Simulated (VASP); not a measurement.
Al3N:

```xyz
4
Lattice="1.4019 -2.7622 0.0000 1.4019 2.7622 0.0000 0.0000 0.0000 7.3708" Properties=species:S:1:pos:R:3 pbc="T T T"
Al    1.4019    0.0000    6.0564
Al    0.0000    0.0000    3.6854
Al    1.4019    0.0000    1.3144
N     0.0000    0.0000    0.0000
```

The cell was generated, and may not be a known phase.

| Item | Value |
| --- | --- |
| Program | VASP 6.6.1 |
| Task | relaxation of cell and atoms |
| Functional | PBE |
| Potentials or basis | VASP PAW PBE potentials, release 64 (Al, N) |
| Cutoff | 600 eV |
| k mesh | 18 × 18 × 6 |
| Occupations | gaussian, width 0.1 eV |
| Spin | no spin polarisation |

At the start: pressure -0.5 GPa; volume 14.27 Å³/atom.

Q: Where does the relaxation end?

A: Over 15 steps the energy falls by 9.4 meV/atom and the volume is 14.56 Å³/atom (+2.0 %); space group Cmmm (No. 65, to 0.1 Å) before and after.

Step by step:
```tsv
step	energy change (eV)	largest force (eV/Å)	pressure (GPa)	volume (Å³)
1	0.0000	0.1039	-0.49	57.08
2	-0.0182	0.3753	1.27	56.72
3	-0.0191	0.4493	1.78	56.61
4	-0.0306	0.2155	1.15	56.99
5	-0.0354	0.0947	0.48	57.47
6	-0.0354	0.0695	0.53	57.43
7	-0.0362	0.0500	0.23	57.65
8	-0.0365	0.0072	-0.45	58.15
9	-0.0366	0.0227	-0.20	57.97
10	-0.0372	0.0284	-0.03	58.02
11	-0.0373	0.0692	0.11	58.07
12	-0.0376	0.0100	0.03	58.17
13	-0.0376	0.0137	0.03	58.17
14	-0.0376	0.0045	0.00	58.20
15	-0.0377	0.0065	-0.04	58.23
```

Final structure:
```yaml
crystal:
  lattice:
    - [1.40109, -2.88727, 0.00000]
    - [1.40109, 2.88727, 0.00000]
    - [0.00000, 0.00000, 7.19769]
  atoms:
    - { symbol: Al, position: [0.50000, 0.50000, 0.81793] }
    - { symbol: Al, position: [0.00000, 0.00000, 0.50000] }
    - { symbol: Al, position: [0.50000, 0.50000, 0.18207] }
    - { symbol: N, position: [0.00000, 0.00000, 0.00000] }
```
